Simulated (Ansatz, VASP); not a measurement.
One calculation of Au, two programs

```
Au
1.0
     0.00000    1.99346    1.99346
     1.99346    0.00000    1.99346
     1.99346    1.99346    0.00000
Au
1
Direct
  0.00000 0.00000 0.00000
```

Change from the starting cell: volume scaled by 0.94.

Alike in both runs: task single point; functional LDA; k mesh 11 × 11 × 11; occupations fermi-dirac, width 0.05 eV; no spin polarisation.

|  | VASP | Ansatz |
| --- | --- | --- |
| version | VASP 6.6.1 | Ansatz 0.2.0 |
| potentials or method | VASP PAW LDA potentials, release 64 (Au), cutoff 520 eV | all-electron LAPW, scalar-relativistic |

```tsv
	VASP	Ansatz	Ansatz less VASP
gap on the k mesh at the Fermi level (eV)	none	none	-
pressure (GPa)	10.6	10.0	-0.61
```

LDA's correlation is that of Perdew and Zunger in VASP and of Perdew and Wang (1992) in Ansatz. A gap of «none» marks a metal or a gap that the smearing closes. Ansatz ran all-electron here, and VASP with PAW potentials.

Neither program's run includes spin-orbit coupling.
